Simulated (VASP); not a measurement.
# MoSe2 (P6_3/mmc) in VASP: single point with LDA

Aim: the single point of MoSe2 with LDA.

Program: VASP 6.6.1. These are calculated values, not measurements. Logs are shortened: lines on timing, memory, paths and dates and some standing lists are left out, and cuts for length are marked.

## 1. The cell of the first run

It takes space group P6_3/mmc (No. 194, hexagonal). Conventional cell: a = 3.248 Å, b = 3.248 Å, c = 12.740 Å, α = 90.00°, β = 90.00°, γ = 120.00°. Within 3.3 Å of Mo (site symmetry -6m2) lie 6 Se at 2.50 Å and 6 Mo at 3.25 Å. Se (site symmetry 3m) has 3 Mo at 2.50 Å and 7 Se at 3.25 to 3.31 Å within 3.4 Å.

## 2. Single point, LDA, collinear spin

File INCAR:

```
SYSTEM = MoSe2
ALGO = Normal ; EDIFF = 1E-6
ENCUT = 500 ; GGA = CA
GGA_COMPAT = .FALSE. ; ISIF = 2
ISMEAR = 0 ; ISPIN = 2
LASPH = .TRUE. ; LCHARG = .FALSE.
LMAXMIX = 4 ; LORBIT = 11
LREAL = .FALSE. ; LWAVE = .FALSE.
MAGMOM = 2 -2 0 0 0 0 ; NBANDS = 39
NELM = 200 ; PREC = Accurate
SIGMA = 0.05
```

File KPOINTS:

```
k-points
0
G
  10 10 4
  0 0 0
```

File POSCAR:

```
MoSe2
1.0
    3.2484348285      0.0000000000      0.0000000000
   -1.6242174143      2.8132270840      0.0000000000
    0.0000000000      0.0000000000     12.7396600260
Mo Se
2 4
Direct
    0.3333333333      0.6666666667      0.2500000000
    0.6666666667      0.3333333333      0.7500000000
    0.3333333333      0.6666666667      0.6199016576
    0.6666666667      0.3333333333      0.1199016576
    0.3333333333      0.6666666667      0.8800983424
    0.6666666667      0.3333333333      0.3800983424
```

Potentials or basis: VASP PAW LDA potentials, release 64 (Mo_sv, Se).

Command:

```console
$ cat potpaw_LDA.64/Mo_sv/POTCAR potpaw_LDA.64/Se/POTCAR > POTCAR
$ mpirun -np 1 vasp_std > vasp.out
```

OUTCAR:

```text
SYSTEM = MoSe2
   EDIFF = 1E-6
   ENCUT = 500
   GGA = CA
   ISIF = 2
   ISMEAR = 0
   ISPIN = 2
   LASPH = .TRUE.
   LORBIT = 11
   LREAL = .FALSE.
   NELM = 200
   PREC = Accurate

 ion  position               nearest neighbor table
   1  0.333  0.667  0.250-   4 2.50   6 2.50   4 2.50   6 2.50   4 2.50   6 2.50
   2  0.667  0.333  0.750-   3 2.50   5 2.50   3 2.50   5 2.50   3 2.50   5 2.50
   3  0.333  0.667  0.620-   2 2.50   2 2.50   2 2.50
   4  0.667  0.333  0.120-   1 2.50   1 2.50   1 2.50
   5  0.333  0.667  0.880-   2 2.50   2 2.50   2 2.50
   6  0.667  0.333  0.380-   1 2.50   1 2.50   1 2.50

  LATTYP: Found a hexagonal cell.
 ALAT       =     3.2484348285
 C/A-ratio  =     3.9217840894

  Lattice vectors:

 A1 = (   3.2484348285,   0.0000000000,   0.0000000000)
 A2 = (  -1.6242174143,   2.8132270840,   0.0000000000)
 A3 = (   0.0000000000,   0.0000000000,  12.7396600260)

Analysis of symmetry for initial positions (statically):
=====================================================================
 Subroutine PRICEL returns:
 Original cell was already a primitive cell.

 Routine SETGRP: Setting up the symmetry group for a
 hexagonal supercell.

 Subroutine GETGRP returns: Found 24 space group operations
 (whereof 12 operations were pure point group operations)
 out of a pool of 24 trial point group operations.

The static configuration has the point symmetry D_3d.
 The point group associated with its full space group is D_6h.

Analysis of symmetry for dynamics (positions and initial velocities):
=====================================================================
 Subroutine PRICEL returns:
 Original cell was already a primitive cell.

 Routine SETGRP: Setting up the symmetry group for a
 hexagonal supercell.

 Subroutine GETGRP returns: Found 24 space group operations
 (whereof 12 operations were pure point group operations)
 out of a pool of 24 trial point group operations.

The dynamic configuration has the point symmetry D_3d.
 The point group associated with its full space group is D_6h.

Analysis of structural, dynamic, and magnetic symmetry:
=====================================================================
 Subroutine PRICEL returns:
 Original cell was already a primitive cell.

 Routine SETGRP: Setting up the symmetry group for a
 hexagonal supercell.

 Subroutine GETGRP returns: Found 24 space group operations
[... 145 lines left out ...]
  energy-cutoff  :      500.00
  volume of cell :      116.42
 maximum number of plane-waves:      2996
 NGX is ok and might be reduce to    24
   NGX = 11   NGY = 11   NGZ = 47

 number of electron      51.9999991 magnetization      -0.0000000

 number of electron      51.9999991 magnetization       0.0000000

 Free energy of the ion-electron system (eV)
  ---------------------------------------------------
  ext. energy  EPLUGINS =         0.00000000
  ---------------------------------------------------
  free energy    TOTEN  =       -45.26859674 eV

  energy without entropy =      -45.26859674  energy(sigma->0) =      -45.26859674

 E-fermi :   7.1605     XC(G=0): -11.1457

 val. band max:        6.9209554542   @ k =   0.0000   0.0000   0.0000
 cond. band min:       7.6584284512   @ k =   0.2000   0.2000   0.0000
 fundamental gap:      0.7374729970
 Fermi energy:         7.1604590370

 spin component 1

 k-point     1 :       0.0000    0.0000    0.0000
  band No.  band energies     occupation
      1     -53.9100      1.00000
      2     -53.9100      1.00000
      3     -28.3045      1.00000
      4     -28.3044      1.00000
      5     -28.0639      1.00000
      6     -28.0639      1.00000
[... 973 lines left out ...]
     37      14.1595      0.00000
     38      14.5285      0.00000

 [... further k-points ...]

 spin component 2

 k-point     1 :       0.0000    0.0000    0.0000
  band No.  band energies     occupation
      1     -53.9100      1.00000
      2     -53.9100      1.00000
      3     -28.3045      1.00000
      4     -28.3044      1.00000
      5     -28.0639      1.00000
      6     -28.0639      1.00000
[... 973 lines left out ...]
     37      14.1595      0.00000
     38      14.5285      0.00000

 [... further k-points ...]

 [bands above 38 left out]

------------------------ aborting loop because EDIFF is reached ----------------------------------------

  FORCE on cell =-STRESS in cart. coord.  units (eV):
  Direction    XX          YY          ZZ          XY          YZ          ZX
  --------------------------------------------------------------------------------------
  -------------------------------------------------------------------------------------
  Total        0.3707780      0.3707780      0.4909797     -0.0000000      0.0000000      0.0000000
  in kB        5.1025556      5.1025556      6.7567414     -0.0000000      0.0000000      0.0000000
  external PRESSURE =       5.6539509 kB  Pullay stress =       0.0000000 kB

 VOLUME and BASIS-vectors are now :
 -----------------------------------------------------------------------------
  energy-cutoff  :      500.00
  volume of cell :      116.42
      direct lattice vectors                 reciprocal lattice vectors
     3.248434829  0.000000000  0.000000000     0.307840561  0.177731831  0.000000000
    -1.624217414  2.813227084  0.000000000     0.000000000  0.355463662  0.000000000
     0.000000000  0.000000000 12.739660026     0.000000000  0.000000000  0.078495030

 POSITION                                       TOTAL-FORCE (eV/Angst)
 -----------------------------------------------------------------------------------
     -0.00000      1.87548      3.18492        -0.000000     -0.000000      0.000000
      1.62422      0.93774      9.55475         0.000000      0.000000      0.000000
     -0.00000      1.87548      7.89734        -0.000000      0.000000     -0.074870
      1.62422      0.93774      1.52751        -0.000000      0.000000     -0.074870
     -0.00000      1.87548     11.21215         0.000000     -0.000000      0.074870
      1.62422      0.93774      4.84232         0.000000     -0.000000      0.074870
 -----------------------------------------------------------------------------------
    total drift:                               -0.000000      0.000000     -0.000000

  FREE ENERGIE OF THE ION-ELECTRON SYSTEM (eV)
  ---------------------------------------------------
  free  energy   TOTEN  =       -45.2685967428 eV

  energy  without entropy=      -45.2685967428  energy(sigma->0) =      -45.26859674

 total charge

# of ion       s       p       d       tot
------------------------------------------
    1        2.285   6.198   4.018  12.502
    2        2.285   6.198   4.018  12.502
    3        1.483   2.342   0.070   3.895
    4        1.483   2.342   0.070   3.895
    5        1.483   2.342   0.070   3.895
    6        1.483   2.342   0.070   3.895
--------------------------------------------------
tot         10.504  21.764   8.317  40.585

 magnetization (x)

# of ion       s       p       d       tot
------------------------------------------
    1       -0.000  -0.000   0.000   0.000
    2        0.000   0.000  -0.000  -0.000
    3       -0.000  -0.000  -0.000  -0.000
    4        0.000   0.000   0.000   0.000
    5       -0.000  -0.000  -0.000  -0.000
    6        0.000   0.000   0.000   0.000
--------------------------------------------------
tot          0.000   0.000   0.000   0.000
```

Wall time 11 min (1 thread of Oxide Virtual Turin-like, shared host); peak memory 0.33 GiB.

What came out:

```yaml
Free_energy: -45.2686 eV
Pressure: 0.6 GPa
Largest_force: 0.075 eV/Å
Band_gap_on_the_k_mesh: 0.74 eV (least direct gap 1.65 eV)
Net_moment: 0.00 μB per cell
Valence_electrons_inside_the_program's_atomic_spheres: Mo 12.50; Se 3.90
```

Forces on the atoms (eV/Å):
```
Mo   0.000  0.000  0.000
Mo   0.000  0.000  0.000
Se   0.000  0.000 -0.075
Se   0.000  0.000 -0.075
Se   0.000  0.000  0.075
Se   0.000  0.000  0.075
```

A k mesh can miss the band edges. As with any semilocal functional, this LDA gap is likely too small.
